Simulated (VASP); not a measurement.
Write the native input for VASP 6.6.1 that does the following.

| Property | Result |
| --- | --- |
| Task | relaxation of volume and atoms at fixed shape |
| Functional | r2SCAN |
| Potentials or basis | VASP PAW PBE potentials, release 64 (Lu) |
| Cutoff | 660 eV |
| k mesh | 9 × 9 × 9 |
| Occupations | gaussian, width 0.1 eV |
| Spin | no spin polarisation |
| Dipole correction | no |
| Further INCAR settings | ALGO = Normal; EDIFF = 1e-07; IBRION = 2; EDIFFG = -0.02; NSW = 80; ISIF = 8 |

Crystal: Lu.

```
Lu
1.0
     0.00000    2.45000    2.45000
     2.45000    0.00000    2.45000
     2.45000    2.45000    0.00000
Lu
1
Direct
  0.00000 0.00000 0.00000
```

This isn't the form of Lu at room conditions, which is hcp.

One way to write it, as run:

POSCAR

```
Lu
1.0
    0.0000000000      2.4500000000      2.4500000000
    2.4500000000      0.0000000000      2.4500000000
    2.4500000000      2.4500000000      0.0000000000
Lu
1
Direct
    0.0000000000      0.0000000000      0.0000000000
```

INCAR.step1

```
SYSTEM = Lu
PREC = Accurate ; ENCUT = 660
ISMEAR = 0 ; SIGMA = 0.1
LREAL = .False. ; LASPH = .True.
NELM = 120 ; GGA = PE
ALGO = Normal ; EDIFF = 1E-5
LWAVE = .True. ; LCHARG = .False.
GGA_COMPAT = .False. ; IBRION = 2
ISIF = 3 ; EDIFFG = -0.005
NELMIN = 4 ; NSW = 100
```

INCAR.step2

```
SYSTEM = Lu
PREC = Accurate ; ENCUT = 660
EDIFF = 1E-7 ; ISMEAR = 0
SIGMA = 0.1 ; LREAL = .False.
LASPH = .True. ; NELM = 120
ALGO = Normal ; ISIF = 8
LWAVE = .False. ; LCHARG = .False.
METAGGA = R2SCAN ; LMIXTAU = .True.
IBRION = 2 ; NSW = 80
EDIFFG = -0.02 ; ISTART = 1
GGA_COMPAT = .False. ; NELMIN = 4
```

KPOINTS

```
Automatic mesh
0
Gamma
  9 9 9
  0 0 0
```

Potentials or basis: VASP PAW PBE potentials, release 64 (Lu).

Run with:

```bash
$ cat potpaw_PBE.64/Lu/POTCAR > POTCAR
$ cp INCAR.step1 INCAR
$ mpirun -np 1 vasp_std > vasp.out
$ cp INCAR.step2 INCAR
$ mpirun -np 1 vasp_std > vasp.out
```

Results of the run:

The ionic steps are 9. The pressure after relaxing is -0.1 GPa and the band gap on the k mesh is zero (an odd number of electrons rules out a gap without spin polarisation).

Caveat: the PAW data sets were made with another functional, which shifts forces and pressure a little; spin-orbit coupling is left out, which moves the levels of the heavy elements.

Run time: 10 min on 1 thread of Intel(R) Xeon(R) 6975P-C (Granite Rapids), on a shared host, peak memory 0.19 GiB.
